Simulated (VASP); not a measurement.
# Co (P6_3/mmc) in VASP: notebook

Co is run at these levels: PBEsol, LDA; tasks: single point.

All numbers are computed with VASP 6.6.1; they aren't measurements. Logs are shortened: lines on timing, memory, paths and dates and some standing lists are left out, and cuts for length are marked.

## 1. The cell of the first run

It takes space group P6_3/mmc (No. 194, hexagonal). The conventional cell has a = 2.455 Å, b = 2.455 Å, c = 3.994 Å, α = 90.00°, β = 90.00°, γ = 120.00°. Within 3.2 Å of Co (site symmetry -6m2) lie 12 Co at 2.45 to 2.46 Å.

## 2. Single point, PBEsol, collinear spin, ferromagnetic start (volume scaled by 0.98)

INCAR reads:

```
ALGO = Normal
EDIFF = 1E-6
ENCUT = 520
GGA = PS
ISIF = 2
ISMEAR = -1
ISPIN = 2
LASPH = True
LCHARG = False
LMAXMIX = 4
LORBIT = 11
LREAL = False
LWAVE = False
MAGMOM = 2 2
NBANDS = 20
NELM = 150
PREC = Accurate
SIGMA = 0.05
```

KPOINTS reads:

```
k-points
0
Gamma
  12 12 7
```

POSCAR reads:

```
Co
1.0
    2.4554087999      0.0000000000      0.0000000000
   -1.2277044000      2.1264463974      0.0000000000
    0.0000000000      0.0000000000      3.9941557227
Co
2
Direct
    0.6666666667      0.3333333333      0.7500000000
    0.3333333333      0.6666666667      0.2500000000
```

Potentials or basis: VASP PAW PBE potentials, release 64 (Co).

The run is started by

```sh
cat potpaw_PBE.64/Co/POTCAR > POTCAR
mpirun -np 1 vasp_std > vasp.out
```

OUTCAR:

```text
EDIFF = 1E-6
   ENCUT = 520
   GGA = PS
   ISIF = 2
   ISMEAR = -1
   ISPIN = 2
   LASPH = True
   LORBIT = 11
   LREAL = False
   NELM = 150
   PREC = Accurate

 ion  position               nearest neighbor table
   1  0.667  0.333  0.750-   2 2.45   2 2.45   2 2.45   2 2.45   2 2.45   2 2.45
   2  0.333  0.667  0.250-   1 2.45   1 2.45   1 2.45   1 2.45   1 2.45   1 2.45

  LATTYP: Found a hexagonal cell.
 ALAT       =     2.4554087999
 C/A-ratio  =     1.6266764715

  Lattice vectors:

 A1 = (   2.4554087999,   0.0000000000,   0.0000000000)
 A2 = (  -1.2277044000,   2.1264463974,   0.0000000000)
 A3 = (   0.0000000000,   0.0000000000,   3.9941557227)

Analysis of symmetry for initial positions (statically):
=====================================================================
 Subroutine PRICEL returns:
 Original cell was already a primitive cell.

 Routine SETGRP: Setting up the symmetry group for a
 hexagonal supercell.

 Subroutine GETGRP returns: Found 24 space group operations
 (whereof 12 operations were pure point group operations)
 out of a pool of 24 trial point group operations.

The static configuration has the point symmetry D_3d.
 The point group associated with its full space group is D_6h.

Analysis of symmetry for dynamics (positions and initial velocities):
=====================================================================
 Subroutine PRICEL returns:
 Original cell was already a primitive cell.

 Routine SETGRP: Setting up the symmetry group for a
 hexagonal supercell.

 Subroutine GETGRP returns: Found 24 space group operations
 (whereof 12 operations were pure point group operations)
 out of a pool of 24 trial point group operations.

The dynamic configuration has the point symmetry D_3d.
 The point group associated with its full space group is D_6h.

Analysis of structural, dynamic, and magnetic symmetry:
=====================================================================
 Subroutine PRICEL returns:
 Original cell was already a primitive cell.

 Routine SETGRP: Setting up the symmetry group for a
 hexagonal supercell.

 Subroutine GETGRP returns: Found 24 space group operations
 (whereof 12 operations were pure point group operations)
 out of a pool of 24 trial point group operations.

The overall configuration has the point symmetry D_3d.
 The point group associated with its full space group is D_6h.

 Subroutine INISYM returns: Found 24 space group operations
 (whereof 12 operations are pure point group operations),
 and found     1 'primitive' translations

----------------------------------------------------------------------------------------

                                     Primitive cell

  volume of cell :      20.8547

  direct lattice vectors                    reciprocal lattice vectors
     2.455408800  0.000000000  0.000000000     0.407264159  0.235134072  0.000000000
    -1.227704400  2.126446397  0.000000000     0.000000000  0.470268144  0.000000000
     0.000000000  0.000000000  3.994155723     0.000000000  0.000000000  0.250365802

  length of vectors
     2.455408800  2.455408800  3.994155723     0.470268144  0.470268144  0.250365802

  position of ions in fractional coordinates (direct lattice)
     0.666666667  0.333333333  0.750000000
     0.333333333  0.666666667  0.250000000

  ion indices of the primitive-cell ions
   primitive index   ion index
                 1           1
                 2           2

----------------------------------------------------------------------------------------

 KPOINTS: k-points

Automatic generation of k-mesh.
 Grid dimensions read from file:
 generate k-points for:   12   12    7

 Generating k-lattice:

  Cartesian coordinates                     Fractional coordinates (reciprocal lattice)
     0.033938680  0.019594506  0.000000000     0.083333333  0.000000000  0.000000000
     0.000000000  0.039189012  0.000000000     0.000000000  0.083333333  0.000000000
     0.000000000  0.000000000  0.035766543     0.000000000  0.000000000  0.142857143

  Length of vectors
     0.039189012  0.039189012  0.035766543

  Shift w.r.t. Gamma in fractional coordinates (k-lattice)
     0.000000000  0.000000000  0.000000000

 Subroutine IBZKPT returns following result:
 ===========================================

 Found     76 irreducible k-points:

 Following reciprocal coordinates:
            Coordinates               Weight
  0.000000  0.000000  0.000000      1.000000
  0.083333  0.000000  0.000000      6.000000
  0.166667  0.000000  0.000000      6.000000
  0.250000  0.000000  0.000000      6.000000
  0.333333 -0.000000  0.000000      6.000000
  0.416667 -0.000000  0.000000      6.000000
[... 16 lines left out ...]
  0.250000  0.000000  0.142857     12.000000
  0.333333 -0.000000  0.142857     12.000000
 [... further k-points ...]
   k-points           NKPTS =     76   k-points in BZ     NKDIM =     76   number of bands    NBANDS=     20
[... 100 lines left out ...]
      2       5.8411      1.00000
      3       7.4775      1.00000
      4       7.7763      1.00000
      5       8.1102      1.00000
      6       8.4929      1.00000
[... 12 lines left out ...]
     19      37.7201      0.00000
     20      39.9398      0.00000

 k-point     4 :       0.2500    0.0000    0.0000
  band No.  band energies     occupation
      1       3.5087      1.00000
      2       6.1450      1.00000
      3       7.0086      1.00000
      4       7.3046      1.00000
      5       8.0030      1.00000
      6       8.2684      1.00000
[... 429 lines left out ...]
 k-point    23 :       0.2500    0.0000    0.1429
  band No.  band energies     occupation
      1       3.6692      1.00000
      2       6.1832      1.00000
      3       6.8932      1.00000
      4       7.3477      1.00000
      5       7.8796      1.00000
      6       8.2972      1.00000
[... 12 lines left out ...]
     19      36.1400      0.00000
     20      37.3759      0.00000

 k-point    24 :       0.3333   -0.0000    0.1429
  band No.  band energies     occupation
      1       4.7656      1.00000
      2       6.0965      1.00000
      3       6.4856      1.00000
      4       7.2946      1.00000
      5       8.0623      1.00000
      6       8.1378      1.00000
[... 12 lines left out ...]
     19      34.3739      0.00000
     20      36.0487      0.00000

 [... further k-points ...]

 spin component 2

 k-point     1 :       0.0000    0.0000    0.0000
  band No.  band energies     occupation
      1       1.5001      1.00000
      2       6.2333      1.00000
      3       9.5382      1.00000
      4       9.5985      1.00000
      5       9.5985      1.00000
      6       9.9789      1.00000
[... 12 lines left out ...]
     19      37.6353      0.00000
     20      37.6353      0.00000

 k-point     2 :       0.0833    0.0000    0.0000
  band No.  band energies     occupation
      1       1.7530      1.00000
      2       6.4072      1.00000
      3       9.2927      1.00000
      4       9.7311      1.00000
      5       9.7330      1.00000
      6       9.7863      1.00000
[... 12 lines left out ...]
     19      38.4448      0.00000
     20      40.0560      0.00000

 k-point     3 :       0.1667    0.0000    0.0000
  band No.  band energies     occupation
      1       2.4876      1.00000
      2       6.8519      1.00000
      3       8.8277      1.00000
      4       8.9312      1.00000
      5       9.6680      1.00000
      6      10.1077      0.99998
[... 12 lines left out ...]
     19      37.9102      0.00000
     20      40.2833      0.00000

 k-point     4 :       0.2500    0.0000    0.0000
  band No.  band energies     occupation
      1       3.6197      1.00000
      2       7.2754      1.00000
      3       8.1040      1.00000
      4       8.6239      1.00000
      5       9.5036      1.00000
      6       9.8972      1.00000
[... 429 lines left out ...]
 k-point    23 :       0.2500    0.0000    0.1429
  band No.  band energies     occupation
      1       3.7926      1.00000
      2       7.2293      1.00000
      3       7.9863      1.00000
      4       8.6729      1.00000
      5       9.3924      1.00000
      6       9.9211      1.00000
[... 12 lines left out ...]
     19      36.5540      0.00000
     20      37.7334      0.00000

 k-point    24 :       0.3333   -0.0000    0.1429
  band No.  band energies     occupation
      1       5.0707      1.00000
      2       7.2414      1.00000
      3       7.6105      1.00000
      4       8.5302      1.00000
      5       9.4846      1.00000
      6       9.7452      1.00000
[... 12 lines left out ...]
     19      34.7962      0.00000
     20      36.4152      0.00000

 [... further k-points ...]
[... 5 lines left out ...]
  --------------------------------------------------------------------------------------
  -------------------------------------------------------------------------------------
  Total       -0.1800687     -0.1800687     -0.5461782      0.0000000     -0.0000000      0.0000000
  in kB      -13.8339261    -13.8339261    -41.9606007      0.0000000     -0.0000000      0.0000000
  external PRESSURE =     -23.2094843 kB  Pullay stress =       0.0000000 kB

 VOLUME and BASIS-vectors are now :
 -----------------------------------------------------------------------------
  energy-cutoff  :      520.00
  volume of cell :       20.85
      direct lattice vectors                 reciprocal lattice vectors
     2.455408800  0.000000000  0.000000000     0.407264159  0.235134072  0.000000000
    -1.227704400  2.126446397  0.000000000     0.000000000  0.470268144  0.000000000
     0.000000000  0.000000000  3.994155723     0.000000000  0.000000000  0.250365802

 POSITION                                       TOTAL-FORCE (eV/Angst)
 -----------------------------------------------------------------------------------
      1.22770      0.70882      2.99562         0.000000      0.000000      0.000000
     -0.00000      1.41763      0.99854        -0.000000      0.000000      0.000000
 -----------------------------------------------------------------------------------
    total drift:                                0.000000      0.000000     -0.000000

  FREE ENERGIE OF THE ION-ELECTRON SYSTEM (eV)
  ---------------------------------------------------
  free  energy   TOTEN  =       -15.4733168168 eV

  energy  without entropy=      -15.4574070945  energy(sigma->0) =      -15.46536196

 total charge

# of ion       s       p       d       tot
------------------------------------------
    1        0.505   0.560   7.286   8.352
    2        0.505   0.560   7.286   8.352
--------------------------------------------------
tot          1.011   1.120  14.572  16.703

 magnetization (x)

# of ion       s       p       d       tot
------------------------------------------
    1       -0.015  -0.051   1.639   1.573
    2       -0.015  -0.051   1.639   1.573
--------------------------------------------------
tot         -0.030  -0.101   3.277   3.146
```

Run time: 25 s. Hardware: 1 thread of Intel Xeon 6975P-C (Granite Rapids), shared host; peak memory 0.16 GiB.

What came out:

| Quantity | Value |
| --- | --- |
| Free energy | -15.4733 eV |
| Pressure | -2.3 GPa |
| Net moment | 3.13 μB per cell |
| Site moments | Co +1.57 μB |
| Valence electrons inside the program's atomic spheres | Co 8.35 |

Levels at points of the mesh, in eV from the Fermi level:
Spin up:
| k point | band 9 | band 10 | band 11 | band 12 | band 13 | band 14 |
| --- | --- | --- | --- | --- | --- | --- |
| (0.00, 0.00, 0.00) | -1.88 | -0.73 | -0.73 | -0.22 | 6.62 | 22.34 |
| (0.50, 0.00, 0.00) | -0.50 | -0.41 | 1.43 | 3.53 | 9.92 | 10.62 |
Spin down:
```
           k point  band 4  band 5  band 6  band 7  band 8  band 9  band 10  band 11
(0.00, 0.00, 0.00)   -1.04   -1.04   -0.66   -0.66   -0.20   -0.18    -0.18     1.08
(0.50, 0.00, 0.00)   -1.89   -1.18   -1.13   -0.69    1.24    1.35     1.41     2.66
```

Caveat: the cell differs from its parent crystal (volume scaled by 0.98); the PAW data sets were made with another functional, which shifts forces and pressure a little.

## 3. Single point, LDA, collinear spin, ferromagnetic start

This run uses another cell than the first one, of 10.64 Å³/atom, 1.020 times its volume.

INCAR reads:

```
SYSTEM = Co
  ALGO = Normal
  EDIFF = 1E-6
  ENCUT = 520
  ISIF = 2
  ISMEAR = -1
  ISPIN = 2
  LASPH = .True.
  LCHARG = .False.
  LMAXMIX = 4
  LORBIT = 11
  LREAL = .False.
  LWAVE = .False.
  MAGMOM = 2 2
  NBANDS = 20
  NELM = 150
  PREC = Accurate
  SIGMA = 0.05
```

KPOINTS reads:

```
k-points
0
Gamma
  12 12 7
  0 0 0
```

POSCAR reads:

```
Co
1.0
    2.4719999032      0.0000000000      0.0000000000
   -1.2359999516      2.1408147143      0.0000000000
    0.0000000000      0.0000000000      4.0211440800
Co
2
Direct
    0.6666666667      0.3333333333      0.7500000000
    0.3333333333      0.6666666667      0.2500000000
```

Potentials or basis: VASP PAW LDA potentials, release 64 (Co).

The run is started by

```sh
cat potpaw_LDA.64/Co/POTCAR > POTCAR
mpirun -np 1 vasp_std > vasp.out
```

Run time: 23 s. Hardware: 1 thread of Intel Xeon 6975P-C (Granite Rapids), shared host; peak memory 0.15 GiB.

It converged, with:

```
Free energy                                           : -16.1875 eV
Pressure                                              : -15.6 GPa
Net moment                                            : 3.02 μB per cell
Site moments                                          : Co +1.51 μB
Valence electrons inside the program's atomic spheres : Co 8.32
```

Stress tensor (GPa, compression positive):
```
-14.77   0.00   0.00
  0.00 -14.77   0.00
  0.00   0.00 -17.41
```

Levels at points of the mesh, in eV from the Fermi level:
Spin up:
```tsv
k point	band 8	band 9	band 10	band 11	band 12	band 13
(0.00, 0.00, 0.00)	-1.72	-1.72	-0.59	-0.59	-0.13	6.55
(0.50, 0.00, 0.00)	-0.44	-0.36	-0.28	1.50	3.54	9.83
```
Spin down:
```
           k point  band 3  band 4  band 5  band 6  band 7  band 8  band 9  band 10  band 11  band 12
(0.00, 0.00, 0.00)   -1.11   -1.06   -1.06   -0.69   -0.69   -0.23   -0.23     0.03     1.00     1.00
(0.50, 0.00, 0.00)   -3.33   -1.74   -1.19   -1.11   -0.70    1.14    1.25     1.31     2.62     4.45
```

## 4. Single point, LDA, collinear spin, ferromagnetic start (volume scaled by 1.02)

INCAR reads:

```
PREC     = Accurate       # precision mode
ENCUT    = 520            # plane-wave cutoff, eV
EDIFF    = 1E-6           # SCF threshold, eV
ISMEAR   = -1             # smearing method
SIGMA    = 0.05           # smearing width, eV
LREAL    = F              # projectors in reciprocal space
LASPH    = T              # aspherical terms in the spheres
NELM     = 150            # most SCF steps
ALGO     = Normal         # electronic algorithm
ISIF     = 2              # what is computed and relaxed
LWAVE    = F              # write WAVECAR
LCHARG   = F              # write CHGCAR
ISPIN    = 2              # spin polarisation
MAGMOM   = 2 2            # initial moments
LORBIT   = 11             # projections on sites
LMAXMIX  = 4              # l up to which the mixer works
NBANDS   = 20             # bands
```

KPOINTS reads:

```
regular mesh
0
Gamma
  12 12 7
```

POSCAR reads:

```
Co
1.0
    2.4883712406      0.0000000000      0.0000000000
   -1.2441856203      2.1549927084      0.0000000000
    0.0000000000      0.0000000000      4.0477749493
Co
2
Direct
    0.6666666667      0.3333333333      0.7500000000
    0.3333333333      0.6666666667      0.2500000000
```

The run is started by

```sh
cat potpaw_LDA.64/Co/POTCAR > POTCAR
mpirun -np 1 vasp_std > vasp.out
```

Wall time 24 s (1 thread of Intel Xeon 6975P-C (Granite Rapids), shared host); peak memory 0.16 GiB.

Results (log left out):

| Quantity | Value |
| --- | --- |
| Free energy | -16.1412 eV |
| Pressure | -19.2 GPa |
| Net moment | 3.06 μB per cell |
| Site moments | Co +1.53 μB |
| Valence electrons inside the program's atomic spheres | Co 8.28 |

Stress tensor (GPa, compression positive):
```
-18.35   0.00   0.00
  0.00 -18.35   0.00
  0.00   0.00 -20.93
```

Levels at points of the mesh, in eV from the Fermi level:
Spin up:
```tsv
k point	band 6	band 7	band 8	band 9	band 10	band 11	band 12	band 13	band 14	band 15
(0.00, 0.00, 0.00)	-2.10	-2.10	-1.72	-1.72	-0.62	-0.62	-0.12	6.37	22.07	24.59
(0.50, 0.00, 0.00)	-2.36	-2.03	-0.47	-0.40	-0.33	1.44	3.43	9.67	10.30	12.81
```
Spin down:
| k point | band 3 | band 4 | band 5 | band 6 | band 7 | band 8 | band 9 | band 10 | band 11 | band 12 |
| --- | --- | --- | --- | --- | --- | --- | --- | --- | --- | --- |
| (0.00, 0.00, 0.00) | -1.07 | -1.01 | -1.01 | -0.66 | -0.66 | -0.21 | -0.21 | 0.03 | 0.98 | 0.98 |
| (0.50, 0.00, 0.00) | -3.23 | -1.69 | -1.14 | -1.07 | -0.67 | 1.13 | 1.23 | 1.29 | 2.56 | 4.35 |

Caveat: the cell differs from its parent crystal (volume scaled by 1.02).

## 5. Single point, PBEsol, collinear spin, ferromagnetic start (volume scaled by 1.02)

INCAR reads:

```
PREC = Accurate ; ENCUT = 520
EDIFF = 1E-6 ; ISMEAR = -1
SIGMA = 0.05 ; LREAL = False
LASPH = True ; NELM = 150
ALGO = Normal ; ISIF = 2
LWAVE = False ; LCHARG = False
ISPIN = 2 ; MAGMOM = 2 2
LORBIT = 11 ; LMAXMIX = 4
GGA = PS ; NBANDS = 20
```

KPOINTS reads:

```
Automatic mesh
0
Gamma
  12 12 7
```

POSCAR is that of step 4.

Potentials or basis: VASP PAW PBE potentials, release 64 (Co).

The run is started by

```sh
cat potpaw_PBE.64/Co/POTCAR > POTCAR
mpirun -np 1 vasp_std > vasp.out
```

Run time: 26 s. Hardware: 1 thread of Intel Xeon 6975P-C (Granite Rapids), shared host; peak memory 0.17 GiB.

The run converged. Its results:

- Free energy: -15.4390 eV
- Pressure: -10.4 GPa
- Net moment: 3.23 μB per cell
- Site moments: Co +1.63 μB
- Valence electrons inside the program's atomic spheres: Co 8.27

Stress tensor (GPa, compression positive):
```
 -9.52   0.00   0.00
  0.00  -9.52   0.00
  0.00   0.00 -12.25
```

Levels at points of the mesh, in eV from the Fermi level:
Spin up:
```
           k point  band 9  band 10  band 11  band 12  band 13  band 14
(0.00, 0.00, 0.00)   -1.89    -0.81    -0.81    -0.20     6.24    21.99
(0.50, 0.00, 0.00)   -0.59    -0.51     1.30     3.31     9.60    10.24
```
Spin down:
| k point | band 3 | band 4 | band 5 | band 6 | band 7 | band 8 | band 9 | band 10 | band 11 | band 12 |
| --- | --- | --- | --- | --- | --- | --- | --- | --- | --- | --- |
| (0.00, 0.00, 0.00) | -1.01 | -0.95 | -0.95 | -0.59 | -0.59 | -0.19 | -0.14 | -0.14 | 1.05 | 1.05 |
| (0.50, 0.00, 0.00) | -3.24 | -1.81 | -1.08 | -1.04 | -0.63 | 1.21 | 1.30 | 1.37 | 2.55 | 4.31 |

Caveat: the cell differs from its parent crystal (volume scaled by 1.02); the PAW data sets were made with another functional, which shifts forces and pressure a little.

## 6. Summary

```tsv
level	potentials or basis	cell	gap on the mesh (eV)	pressure (GPa)	moment (μB)
PBEsol	VASP PAW PBE potentials, release 64 (Co)	a = 2.455, b = 2.455, c = 3.994 Å, angles 90.0, 90.0, 120.0°, 2 atoms	none	-2.3	3.13
LDA	VASP PAW LDA potentials, release 64 (Co)	a = 2.472, b = 2.472, c = 4.021 Å, angles 90.0, 90.0, 120.0°, 2 atoms	none	-15.6	3.02
LDA	VASP PAW LDA potentials, release 64 (Co)	a = 2.488, b = 2.488, c = 4.048 Å, angles 90.0, 90.0, 120.0°, 2 atoms	none	-19.2	3.06
PBEsol	VASP PAW PBE potentials, release 64 (Co)	a = 2.488, b = 2.488, c = 4.048 Å, angles 90.0, 90.0, 120.0°, 2 atoms	none	-10.4	3.23
```

Alike in all rows: task single point; spin collinear, ferromagnetic start; k mesh 12 × 12 × 7; cutoff (eV) 520; smearing fermi-dirac 0.05 eV.

Caveats: the PAW data sets were made with another functional, which shifts forces and pressure a little (some runs).

Absolute energies hang on the potentials; compare differences alone.
